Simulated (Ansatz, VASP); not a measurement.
SrCl2: VASP beside Ansatz

```xyz
3
Lattice="0.0000 3.4977 3.4977 3.4977 0.0000 3.4977 3.4977 3.4977 0.0000" Properties=species:S:1:pos:R:3 pbc="T T T"
Sr    0.0000    0.0000    0.0000
Cl    1.7489    1.7489    1.7489
Cl    5.2466    5.2466    5.2466
```

Alike in both runs: task single point; functional r2SCAN; k mesh 4 × 4 × 4; no spin polarisation.

|  | VASP | Ansatz |
| --- | --- | --- |
| version | VASP 6.6.1 | Ansatz 0.2.0 |
| potentials or method | VASP PAW PBE potentials, release 64 (Sr_sv, Cl) | plane waves |
| plane-wave cutoff (eV) | 520 | 500 |
| occupations | gaussian, width 0.01 eV | fixed |
| valence electrons in the cell | 24 | 24 |

|  | VASP | Ansatz | Ansatz less VASP |
| --- | --- | --- | --- |
| gap on the k mesh at the Fermi level (eV) | 5.94 | 5.94 | +0.001 |
| pressure (GPa) | 0.0 | 0.0 | -0.04 |

VASP's potentials were made for PBE, not for r2SCAN.
